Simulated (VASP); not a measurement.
Here is a VASP 6.6.1 calculation.

Contents of INCAR:

```
ALGO     = Normal         # electronic algorithm
EDIFF    = 1E-6           # SCF threshold, eV
ENCUT    = 520            # plane-wave cutoff, eV
GGA      = PE             # functional
ISIF     = 2              # what is computed and relaxed
ISMEAR   = 0              # smearing method
LASPH    = True           # aspherical terms in the spheres
LCHARG   = False          # write CHGCAR
LREAL    = False          # projectors in reciprocal space
LWAVE    = False          # write WAVECAR
NBANDS   = 8              # bands
NELM     = 60             # most SCF steps
PREC     = Accurate       # precision mode
SIGMA    = 0.1            # smearing width, eV
```

File KPOINTS:

```
k-points
0
Gamma
  20 20 20
```

The input POSCAR:

```
As
1.0
    2.7304778869      0.0000000000      0.0000000000
    0.0000000000      2.7304778869      0.0000000000
    0.0000000000      0.0000000000      2.7306494016
As
1
Direct
    0.0000000000      0.0000000000      0.0000000000
```

Potentials or basis: VASP PAW PBE potentials, release 64 (As).

The run is started by

```sh
$ cat potpaw_PBE.64/As/POTCAR > POTCAR
$ mpirun -np 1 vasp_std > vasp.out
```

(1) What does it give for the pressure?

## Answers

(1) 0.1 GPa.
